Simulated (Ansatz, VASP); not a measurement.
MgO: VASP beside Ansatz

```xyz
4
Lattice="3.6622 0.0000 0.0000 -1.8311 3.1716 0.0000 0.0000 0.0000 4.3242" Properties=species:S:1:pos:R:3 pbc="T T T"
Mg    1.8311    1.0572    3.2431
Mg    0.0000    2.1144    1.0811
O     1.8311    1.0572    1.0811
O     0.0000    2.1144    3.2431
```

Alike in both runs: task single point; functional PBE; k mesh 9 × 9 × 6; occupations gaussian, width 0.05 eV; no spin polarisation.

|  | VASP | Ansatz |
| --- | --- | --- |
| version | VASP 6.6.1 | Ansatz 0.2.0 |
| potentials or method | VASP PAW PBE potentials, release 64 (Mg, O), cutoff 520 eV | scalar-relativistic, plane waves, PAW |
| valence electrons in the cell | 16 | 32 |

Ansatz gave:

* gap on the k mesh at the Fermi level (eV): 2.83
* least direct gap on the mesh (eV): 2.83
* pressure (GPa): -9.9
* traceless stress, the component that is largest in VASP (GPa): 0.71

Task: Estimate VASP's values.

Result: gap on the k mesh at the Fermi level (eV): 2.81; least direct gap on the mesh (eV): 2.81; pressure (GPa): -10.4; traceless stress, the component that is largest in VASP (GPa): 0.63.

VASP's potentials hold 16 valence electrons a cell and Ansatz's 32, so a difference there can come from the potentials and not from the codes.
